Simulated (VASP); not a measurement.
Write the native input for VASP 6.6.1 that does the following.

- Task: density of states
- Functional: PBE
- Potentials or basis: VASP PAW PBE potentials, release 64 (Zn, O)
- Cutoff: 520 eV
- k mesh: 8 × 8 × 5
- Occupations: fermi-dirac, width 0.01 eV
- Spin: no spin polarisation
- Dipole correction: no
- k mesh for the DOS: 12 × 12 × 8
- Occupations for the DOS: tetrahedron
- Further INCAR settings: ALGO = Normal; EDIFF = 1e-06; NBANDS = 26

ZnO:

```
Zn O
1.0
     3.24940    0.00000    0.00000
    -1.62470    2.81406    0.00000
     0.00000    0.00000    5.20380
Zn O
2 2
Direct
  0.33333 0.66667 0.00000
  0.66667 0.33333 0.50000
  0.33333 0.66667 0.38210
  0.66667 0.33333 0.88210
```

One way to write it, as run:

POSCAR

```
ZnO
1.0
    3.2493987239      0.0000000000      0.0000000000
   -1.6246993619      2.8140618419      0.0000000000
    0.0000000000      0.0000000000      5.2038000000
Zn O
2 2
Direct
    0.3333333333      0.6666666667      0.0000000000
    0.6666666667      0.3333333333      0.5000000000
    0.3333333333      0.6666666667      0.3821000000
    0.6666666667      0.3333333333      0.8821000000
```

INCAR.step1

```
PREC = Accurate
ENCUT = 520
EDIFF = 1E-6
ISMEAR = -1
SIGMA = 0.01
LREAL = False
LASPH = True
NELM = 60
ALGO = Normal
ISIF = 2
LWAVE = False
LCHARG = True
GGA = PE
NBANDS = 26
```

KPOINTS.step1

```
Automatic mesh
0
Gamma
  8 8 5
```

INCAR.step2

```
PREC = Accurate
ENCUT = 520
EDIFF = 1E-6
ISMEAR = -5
SIGMA = 0.01
LREAL = False
LASPH = True
NELM = 60
ALGO = Normal
ISIF = 2
LWAVE = False
LCHARG = False
GGA = PE
LORBIT = 11
NBANDS = 26
NEDOS = 1001
ICHARG = 11
```

KPOINTS.step2

```
Automatic mesh
0
Gamma
  12 12 8
```

Potentials or basis: VASP PAW PBE potentials, release 64 (Zn, O).

The run is started by

```bash
$ cat potpaw_PBE.64/Zn/POTCAR potpaw_PBE.64/O/POTCAR > POTCAR
$ cp INCAR.step1 INCAR
$ cp KPOINTS.step1 KPOINTS
$ mpirun -np 1 vasp_std > vasp.out
$ cp INCAR.step2 INCAR
$ cp KPOINTS.step2 KPOINTS
$ mpirun -np 1 vasp_std > vasp.out
```

Results of the run:

```json
{
  "Valence electrons inside the program's atomic spheres": "Zn 10.85; O 5.01"
}
```

Wall time 2.3 min on 1 thread of Intel Xeon 6975P-C, on a shared host, peak memory 0.22 GiB.
